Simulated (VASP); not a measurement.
# CdHg2Se3 (P3m1) in VASP: a series of runs, part 2 of 2

VASP 6.6.1.

### 3 Single point, PBE

Contents of INCAR:

```
PREC = Accurate
ENCUT = 520
EDIFF = 1E-6
ISMEAR = 0
SIGMA = 0.1
LREAL = F
LASPH = T
NELM = 100
ALGO = Normal
ISIF = 2
LWAVE = F
LCHARG = F
GGA = PE
NBANDS = 36
```

Contents of KPOINTS:

```
regular mesh
0
Gamma
  12 12 4
```

Contents of POSCAR:

```
CdHg2Se3
1.0
    4.4141377092      0.0000000289      0.0000000000
   -2.2070688796      3.8227553776      0.0000000000
    0.0000000000      0.0000000000     10.7938969000
Cd Hg Se
1 2 3
Direct
    0.0000000000      0.0000000000      0.0009010000
    0.6666666667      0.3333333333      0.6675690000
    0.3333333333      0.6666666667      0.3322190000
    0.0000000000      0.0000000000      0.7516690000
    0.6666666667      0.3333333333      0.4168310000
    0.3333333333      0.6666666667      0.0808110000
```

Potentials or basis: VASP PAW PBE potentials, release 64 (Cd, Hg, Se).

The run is started by

```bash
$ cat potpaw_PBE.64/Cd/POTCAR potpaw_PBE.64/Hg/POTCAR potpaw_PBE.64/Se/POTCAR > POTCAR
$ mpirun -np 1 vasp_std > vasp.out
```

OUTCAR:

```text
PREC = Accurate
   ENCUT = 520
   EDIFF = 1E-6
   ISMEAR = 0
   LREAL = F
   LASPH = T
   NELM = 100
   ISIF = 2
   GGA = PE

 ion  position               nearest neighbor table
   1  0.000  0.000  0.001-   4 2.69   6 2.69   6 2.69   6 2.69
   2  0.667  0.333  0.668-   4 2.71   4 2.71   4 2.71   5 2.71
   3  0.333  0.667  0.332-   5 2.71   5 2.71   5 2.71   6 2.71
   4  0.000  0.000  0.752-   1 2.69   2 2.71   2 2.71   2 2.71
   5  0.667  0.333  0.417-   2 2.71   3 2.71   3 2.71   3 2.71
   6  0.333  0.667  0.081-   1 2.69   1 2.69   1 2.69   3 2.71

  LATTYP: Found a hexagonal cell.
 ALAT       =     4.4141377092
 C/A-ratio  =     2.4453013501

  Lattice vectors:

 A1 = (   4.4141377092,   0.0000000289,   0.0000000000)
 A2 = (  -2.2070688796,   3.8227553776,   0.0000000000)
 A3 = (   0.0000000000,   0.0000000000,  10.7938969000)

Analysis of symmetry for initial positions (statically):
=====================================================================
 Subroutine PRICEL returns:
 Original cell was already a primitive cell.

 Routine SETGRP: Setting up the symmetry group for a
 hexagonal supercell.

 Subroutine GETGRP returns: Found  6 space group operations
 (whereof  6 operations were pure point group operations)
 out of a pool of 24 trial point group operations.

The static configuration has the point symmetry C_3v.

Analysis of symmetry for dynamics (positions and initial velocities):
=====================================================================
 Subroutine PRICEL returns:
 Original cell was already a primitive cell.

 Routine SETGRP: Setting up the symmetry group for a
 hexagonal supercell.

 Subroutine GETGRP returns: Found  6 space group operations
 (whereof  6 operations were pure point group operations)
 out of a pool of 24 trial point group operations.

The dynamic configuration has the point symmetry C_3v.

 Subroutine INISYM returns: Found  6 space group operations
 (whereof  6 operations are pure point group operations),
 and found     1 'primitive' translations

----------------------------------------------------------------------------------------

                                     Primitive cell

  volume of cell :     182.1380

  direct lattice vectors                    reciprocal lattice vectors
     4.414137709  0.000000029  0.000000000     0.226544812  0.130795710  0.000000000
    -2.207068880  3.822755378  0.000000000    -0.000000002  0.261591417  0.000000000
     0.000000000  0.000000000 10.793896900     0.000000000  0.000000000  0.092644946

  length of vectors
     4.414137709  4.414137709 10.793896900     0.261591417  0.261591417  0.092644946

  position of ions in fractional coordinates (direct lattice)
     0.000000000  0.000000000  0.000901000
     0.666666667  0.333333333  0.667569000
     0.333333333  0.666666667  0.332219000
     0.000000000  0.000000000  0.751669000
     0.666666667  0.333333333  0.416831000
     0.333333333  0.666666667  0.080811000

  ion indices of the primitive-cell ions
   primitive index   ion index
                 1           1
                 2           2
                 3           3
                 4           4
                 5           5
                 6           6

[... 21 lines left out ...]
 Subroutine IBZKPT returns following result:
 ===========================================

 Found     69 irreducible k-points:

 Following reciprocal coordinates:
            Coordinates               Weight
  0.000000  0.000000  0.000000      1.000000
  0.083333 -0.000000  0.000000      6.000000
  0.166667 -0.000000  0.000000      6.000000
  0.250000 -0.000000  0.000000      6.000000
  0.333333 -0.000000  0.000000      6.000000
  0.416667 -0.000000  0.000000      6.000000
[... 16 lines left out ...]
  0.166667 -0.000000  0.250000      6.000000
 -0.000000  0.166667  0.250000      6.000000
 [... further k-points ...]
   k-points           NKPTS =     69   k-points in BZ     NKDIM =     69   number of bands    NBANDS=     36
   number of dos      NEDOS =    301   number of ions     NIONS =      6
   total plane-waves  NPLWV = 103680
   dimension x,y,z NGX =    36 NGY =   36 NGZ =   80
   dimension x,y,z NGXF=    72 NGYF=   72 NGZF=  160
   ions per type =               1   2   3
   NGX,Y,Z   is equivalent  to a cutoff of  13.56, 13.56, 12.32 a.u.
   NGXF,Y,Z  is equivalent  to a cutoff of  27.12, 27.12, 24.64 a.u.
 SYSTEM =  unknown system
   PREC   = accura    normal or accurate (medium, high low for compatibility)
   ISTART =      0    job   : 0-new  1-cont  2-samecut
   ICHARG =      2    charge: 1-file 2-atom 10-const
   ISPIN  =      1    spin polarized calculation?
   LNONCOLLINEAR =      F non collinear calculations
   LSORBIT =      F    spin-orbit coupling
   LASPH  =      T    aspherical Exc in radial PAW
   ENCUT  =  520.0 eV  38.22 Ry    6.18 a.u.   8.21  8.21 20.07*2*pi/ulx,y,z
   NELM   =    100;   NELMIN=  2; NELMDL= -5     # of ELM steps
   EDIFF  = 0.1E-05   stopping-criterion for ELM
   LREAL  =      F    real-space projection
   EDIFFG = 0.1E-04   stopping-criterion for IOM
   NSW    =      0    number of steps for IOM
   IBRION =     -1    ionic relax: 0-MD 1-quasi-New 2-CG
   NFREE  =      0    steps in history (QN), initial steepest desc. (CG)
   ISIF   =      2    stress and relaxation
   ISYM   =      2    0-nonsym 1-usesym 2-fastsym
   POTIM  = 0.5000    time-step for ionic-motion
   TEBEG  =    0.0;   TEEND  =   0.0 temperature during run
   PSTRESS=    0.0 pullay stress
   NELECT =      54.0000    total number of electrons
   NUPDOWN=      -1.0000    fix difference up-down
   EMIN   =  10.00;   EMAX   =-10.00  energy-range for DOS
   EFERMI =   0.00;   METHOD = LEGACY
   ISMEAR =     0;   SIGMA  =   0.10  broadening in eV -4-tet -1-fermi 0-gaus
   EFERMI_NEDOS =   21; number of points for ismear=-14 and -15
   IALGO  =     38    algorithm
   IMIX   =      4    mixing-type and parameters
     AMIX     =   0.40;   BMIX     =  1.00
     AMIX_MAG =   1.60;   BMIX_MAG =  1.00
  volume/ion in A,a.u.               =      30.36       204.85
  Fermi-wavevector in a.u.,A,eV,Ry     =   1.091623  2.062868 16.213246  1.191640
  Thomas-Fermi vector in A             =   2.227872
   LORBIT       =      0    0 simple, 1 ext, 2 COOP (PROOUT), +10 PAW based schemes
   GGA     = PE    functional components
   LHFCALC =     F    Hartree Fock is set to
   AEXX    =    0.0000 exact exchange contribution
   IVDW    =     0    specifies the selected vdW correction
   LEPSILON=     F    determine dielectric tensor
   LRPA    =     F    only Hartree local field effects (RPA)
 non-spin polarized calculation
 Gauss-broadening in eV      SIGMA  =   0.10
  energy-cutoff  :      520.00
  volume of cell :      182.14
 maximum number of plane-waves:      4934
 NGX is ok and might be reduce to    36

 number of electron      53.9999999 magnetization

 Free energy of the ion-electron system (eV)
  ---------------------------------------------------
  ext. energy  EPLUGINS =         0.00000000
  ---------------------------------------------------
  free energy    TOTEN  =       -13.66426122 eV

  energy without entropy =      -13.66375587  energy(sigma->0) =      -13.66400854

 E-fermi :   0.9215     XC(G=0):  -8.6437

 val. band max:        0.8505761947   @ k =   0.0000   0.0000   0.0000
 cond. band min:       1.2791402454   @ k =   0.0000   0.0000   0.2500
 fundamental gap:      0.4285640507
 Fermi energy:         0.9215046150

 k-point     1 :       0.0000    0.0000    0.0000
  band No.  band energies     occupation
      1     -11.9026      2.00000
      2     -11.6533      2.00000
      3     -11.5499      2.00000
      4      -7.1659      2.00000
      5      -7.1659      2.00000
      6      -7.0133      2.00000
[... 925 lines left out ...]
     35       6.9140      0.00000
     36       7.3751      0.00000

 [... further k-points ...]
[... 5 lines left out ...]
  --------------------------------------------------------------------------------------
  -------------------------------------------------------------------------------------
  Total        0.2325634      0.2325634      0.2370312      0.0000000     -0.0000000     -0.0000000
  in kB        2.0457436      2.0457436      2.0850453      0.0000000     -0.0000000     -0.0000000
  external PRESSURE =       2.0588442 kB  Pullay stress =       0.0000000 kB

 VOLUME and BASIS-vectors are now :
 -----------------------------------------------------------------------------
  energy-cutoff  :      520.00
  volume of cell :      182.14
      direct lattice vectors                 reciprocal lattice vectors
     4.414137709  0.000000029  0.000000000     0.226544812  0.130795710  0.000000000
    -2.207068880  3.822755378  0.000000000    -0.000000002  0.261591417  0.000000000
     0.000000000  0.000000000 10.793896900     0.000000000  0.000000000  0.092644946

 POSITION                                       TOTAL-FORCE (eV/Angst)
 -----------------------------------------------------------------------------------
      0.00000      0.00000      0.00973        -0.000000      0.000000      0.002099
      2.20707      1.27425      7.20567         0.000000     -0.000000      0.000406
     -0.00000      2.54850      3.58594         0.000000     -0.000000      0.000227
      0.00000      0.00000      8.11344         0.000000     -0.000000     -0.000973
      2.20707      1.27425      4.49923         0.000000      0.000000     -0.001906
     -0.00000      2.54850      0.87227        -0.000000     -0.000000      0.000148
 -----------------------------------------------------------------------------------
    total drift:                                0.000000      0.000000      0.000573

  FREE ENERGIE OF THE ION-ELECTRON SYSTEM (eV)
  ---------------------------------------------------
  free  energy   TOTEN  =       -13.6642612191 eV

  energy  without entropy=      -13.6637558659  energy(sigma->0) =      -13.66400854
```

OSZICAR:

```text
N       E                     dE             d eps       ncg     rms          rms(c)
DAV:   1     0.380313857880E+03    0.38031E+03   -0.24996E+04  4968   0.133E+03
DAV:   2     0.946601096057E+01   -0.37085E+03   -0.35818E+03  5380   0.322E+02
DAV:   3    -0.143868724664E+02   -0.23853E+02   -0.23658E+02  5892   0.791E+01
DAV:   4    -0.146571598947E+02   -0.27029E+00   -0.26985E+00  5688   0.800E+00
DAV:   5    -0.146592857151E+02   -0.21258E-02   -0.21255E-02  5784   0.699E-01    0.107E+01
DAV:   6    -0.136795898866E+02    0.97970E+00   -0.19474E+00  6332   0.128E+01    0.860E+00
DAV:   7    -0.136751761139E+02    0.44138E-02   -0.92243E-01  5424   0.427E+00    0.328E+00
DAV:   8    -0.136650443272E+02    0.10132E-01   -0.13926E-01  5348   0.311E+00    0.607E-01
DAV:   9    -0.136641734602E+02    0.87087E-03   -0.19228E-02  5488   0.134E+00    0.228E-01
DAV:  10    -0.136641609781E+02    0.12482E-04   -0.12278E-03  5600   0.317E-01    0.701E-02
DAV:  11    -0.136642870489E+02   -0.12607E-03   -0.52585E-04  5460   0.148E-01    0.323E-02
DAV:  12    -0.136642542988E+02    0.32750E-04   -0.14993E-04  5988   0.103E-01    0.150E-02
DAV:  13    -0.136642607996E+02   -0.65007E-05   -0.31067E-05  5420   0.216E-02    0.761E-03
DAV:  14    -0.136642612191E+02   -0.41951E-06   -0.46345E-06  4588   0.151E-02
   1 F= -.13664261E+02 E0= -.13664009E+02  d E =-.505353E-03
```

Wall time 15 min (1 thread of Intel Xeon 8259CL, shared host); peak memory 0.57 GiB.

Results:

| Property | Result |
| --- | --- |
| Free energy | -13.6643 eV |
| Pressure | 0.2 GPa |
| Band gap on the k mesh | zero (filled and empty bands touch) |

Forces on the atoms (eV/Å):
```
Cd   0.000  0.000  0.002
Hg   0.000  0.000  0.000
Hg   0.000  0.000  0.000
Se   0.000  0.000 -0.001
Se   0.000  0.000 -0.002
Se   0.000  0.000  0.000
```

Caveat: semilocal functionals underestimate gaps, and a narrow one can read as zero; spin-orbit coupling is left out, which moves the levels of the heavy elements.

### 4 Single point, PBE

This run uses another cell than the first one: it holds 12 atoms, not 6.

Contents of INCAR:

```
SYSTEM = CdHg2Se3
PREC = Accurate
ENCUT = 520
EDIFF = 1E-6
ISMEAR = 0
SIGMA = 0.2
LREAL = .FALSE.
LASPH = .TRUE.
NELM = 80
ALGO = Normal
ISIF = 2
LWAVE = .FALSE.
LCHARG = .FALSE.
GGA = PE
NBANDS = 66
```

Contents of KPOINTS:

```
Automatic mesh
0
G
  6 4 2
  0 0 0
```

Contents of POSCAR:

```
CdHg2Se3
1.0
    2.2070688796     -3.8227553776      0.0000000000
   -6.6212065389     -3.8227554353      0.0000000000
    0.0000000000      0.0000000000    -10.7938969000
Cd Hg Se
2 4 6
Direct
    0.0000000000      0.0000000000      0.9990990000
    0.5000000000      0.5000000000      0.9990990000
    0.0000000000      0.6666666667      0.3324310000
    0.5000000000      0.1666666667      0.3324310000
    0.5000000000      0.8333333333      0.6677810000
    0.0000000000      0.3333333333      0.6677810000
    0.0000000000      0.0000000000      0.2483310000
    0.5000000000      0.5000000000      0.2483310000
    0.0000000000      0.6666666667      0.5831690000
    0.5000000000      0.1666666667      0.5831690000
    0.5000000000      0.8333333333      0.9191890000
    0.0000000000      0.3333333333      0.9191890000
```

The run is started by

```bash
$ cat potpaw_PBE.64/Cd/POTCAR potpaw_PBE.64/Hg/POTCAR potpaw_PBE.64/Se/POTCAR > POTCAR
$ mpirun -np 1 vasp_std > vasp.out
```

Wall time 25 min (1 thread of Intel Xeon 8259CL, shared host); peak memory 0.7 GiB.

It converged, with:

- Free energy: -27.3241 eV
- Pressure: 0.2 GPa
- Largest force: 0.003 eV/Å
- Band gap on the k mesh: zero (filled and empty bands touch)

Forces on the atoms (eV/Å):
```
Cd   0.000  0.000  0.000
Cd   0.000  0.000  0.000
Hg  -0.002 -0.001 -0.001
Hg  -0.002 -0.001 -0.001
Hg  -0.001 -0.001 -0.003
Hg  -0.001 -0.001 -0.003
Se   0.001  0.001  0.001
Se   0.001  0.001  0.001
Se   0.002  0.001  0.002
Se   0.002  0.001  0.002
Se   0.001  0.000  0.001
Se   0.001  0.000  0.001
```

Levels at points of the mesh, in eV from the Fermi level:
```tsv
k point	band 51	band 52	band 53	band 54	band 55	band 56	band 57	band 58
(0.00, 0.00, 0.00)	-0.64	-0.64	-0.14	-0.11	-0.11	1.12	1.64	2.10
(0.50, 0.00, 0.00)	-1.62	-1.62	-0.92	-0.92	2.44	2.44	2.81	2.81
(0.00, 0.50, 0.00)	-0.65	-0.65	-0.63	-0.63	1.42	1.42	2.43	2.43
(0.50, 0.50, 0.00)	-1.29	-1.29	-1.14	-1.14	2.10	2.10	2.34	2.34
(0.00, 0.00, 0.50)	-0.45	-0.45	-0.23	-0.23	0.72	0.91	1.28	1.58
(0.50, 0.00, 0.50)	-1.39	-1.39	-1.30	-1.30	2.43	2.43	2.82	2.82
(0.00, 0.50, 0.50)	-1.00	-1.00	-0.54	-0.54	1.49	1.49	2.25	2.25
(0.50, 0.50, 0.50)	-0.91	-0.91	-0.91	-0.91	1.28	1.28	2.78	2.78
```

Caveat: semilocal functionals underestimate gaps, and a narrow one can read as zero; spin-orbit coupling is left out, which moves the levels of the heavy elements.

### 5 Overview

```tsv
cell	k mesh	smearing	gap on the mesh (eV)	pressure (GPa)
a = 4.414, b = 4.414, c = 10.794 Å, angles 90.0, 90.0, 120.0°, 6 atoms, atomic positions A	6 × 6 × 2	gaussian 0.1 eV	none	0.2
a = 4.414, b = 4.414, c = 10.794 Å, angles 90.0, 90.0, 120.0°, 6 atoms, atomic positions A	12 × 12 × 4	gaussian 0.1 eV	none	0.2
a = 4.414, b = 7.646, c = 10.794 Å, 12 atoms, atomic positions B	6 × 4 × 2	gaussian 0.2 eV	none	0.2
```

Alike in all rows: task single point; level PBE; potentials or basis VASP PAW PBE potentials, release 64 (Cd, Hg, Se); no spin polarisation; cutoff (eV) 520.

Caveats: semilocal functionals underestimate gaps, and a narrow one can read as zero; spin-orbit coupling is left out, which moves the levels of the heavy elements.

Absolute energies hang on the potentials; compare differences alone.

The gap in the log of VASP goes by the Fermi energy; the results here count the filled bands.